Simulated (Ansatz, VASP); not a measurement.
# One calculation of La2NbO5, two programs

The input INCAR:

```
SYSTEM = La2NbO5
ALGO     = Normal         ! electronic algorithm
EDIFF    = 1E-6           ! SCF threshold, eV
EDIFFG   = -0.08          ! ionic threshold
ENCUT    = 600            ! plane-wave cutoff, eV
GGA      = PE             ! functional
IBRION   = 2              ! ionic algorithm
ISIF     = 3              ! what is computed and relaxed
ISMEAR   = 0              ! smearing method
LASPH    = .TRUE.         ! aspherical terms in the spheres
LCHARG   = .FALSE.        ! write CHGCAR
LREAL    = .FALSE.        ! projectors in reciprocal space
LWAVE    = .FALSE.        ! write WAVECAR
NELM     = 80             ! most SCF steps
NSW      = 36             ! ionic steps
PREC     = Accurate       ! precision mode
SIGMA    = 0.15           ! smearing width, eV
```

Contents of KPOINTS:

```
k-points
0
G
  4 4 4
  0 0 0
```

File POSCAR:

```
La2NbO5
1.0
   -1.9750000000      1.9750000000      7.5000000000
    1.9750000000     -1.9750000000      7.5000000000
    1.9750000000      1.9750000000     -7.5000000000
La Nb O
2 1 5
Direct
    0.3280000000      0.3280000000      0.0000000000
    0.6720000000      0.6720000000      0.0000000000
    0.0000000000      0.0000000000      0.0000000000
    0.1250000000      0.1250000000      0.0000000000
    0.4900000000      0.9900000000      0.5000000000
    0.9900000000      0.4900000000      0.5000000000
    0.2500000000      0.7500000000      0.5000000000
    0.7500000000      0.2500000000      0.5000000000
```

Input for Ansatz:

```yaml
crystal:
  lattice:
    - [-1.975, 1.975, 7.5]
    - [1.975, -1.975, 7.5]
    - [1.975, 1.975, -7.5]
  atoms:
    - { symbol: La, position: [0.328, 0.328, 0.0] }
    - { symbol: La, position: [0.672, 0.672, 0.0] }
    - { symbol: Nb, position: [0.0, 0.0, 0.0] }
    - { symbol: O, position: [0.125, 0.125, 0.0] }
    - { symbol: O, position: [0.49, 0.99, 0.5] }
    - { symbol: O, position: [0.99, 0.49, 0.5] }
    - { symbol: O, position: [0.25, 0.75, 0.5] }
    - { symbol: O, position: [0.75, 0.25, 0.5] }
basis:
  ecutwfc: 420
kpoints:
  mp_grid: { grid: [4, 4, 4] }
hamiltonian:
  xc: pbe
scf:
  occupations: { method: gaussian, width: 0.15 }
  lower_state_search: "off"
output:
  forces: true
  stress: true
  eigenvalues: true
relax:
  adjacent_minimum: "off"
  f_tol: 0.08
  max_steps: 16
  cell: { stress_tol: 0.8 }
```

Alike in both runs: task relaxation of cell and atoms; functional PBE; k mesh 4 × 4 × 4; occupations gaussian, width 0.15 eV; no spin polarisation.

```csv
,VASP,Ansatz
version,VASP 6.6.1,Ansatz 0.2.0
potentials or method,"VASP PAW PBE potentials, release 64 (La, Nb_sv, O), cutoff 600 eV","scalar-relativistic, plane waves, PAW"
valence electrons in the cell,65,65
```

```tsv
	VASP	Ansatz	Ansatz less VASP
gap on the k mesh at the Fermi level, each at its own relaxed structure (eV)	none	none	-
relaxed volume (Å³/atom)	15.70	15.80	+0.094
relaxed length of the cell vector where the two differ most in proportion (Å)	8.435	8.443	+0.0073
```

A gap of «none» marks a metal or a gap that the smearing closes.

The k mesh is coarse, so the values compare programs but aren't converged. Spin-orbit coupling is off throughout.
